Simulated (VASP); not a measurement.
The system is YbC.

```
Yb C
1.0
     3.43017    0.00000    0.00000
    -1.71509    2.97062    0.00000
     0.00000    0.00000    3.09850
Yb C
1 1
Cartesian
  0.0000 0.0000 0.0000
  1.7151 0.9902 1.5492
```

Base run:

- Program: VASP 6.6.1
- Functional: PBEsol
- Potentials or basis: VASP PAW PBE potentials, release 64 (Yb, C)
- Cutoff: 520 eV
- k mesh: 12 × 12 × 10
- Occupations: gaussian, width 0.05 eV
- Spin: collinear spin
- Starting moments: [0.05, 0.0] μB

Its results: pressure -4.7 GPa; net moment 0.18 μB per cell.

Task: The run is repeated on the same cell with these changes: functional from PBEsol to LDA. What comes out?

Result: Pressure -7.9 GPa; net moment -0.05 μB per cell.

LDA binds more tightly than PBEsol, so the same cell stands under less pressure.

Caveats: the cell stands under tension; the PAW data sets were made with another functional, which shifts forces and pressure a little.
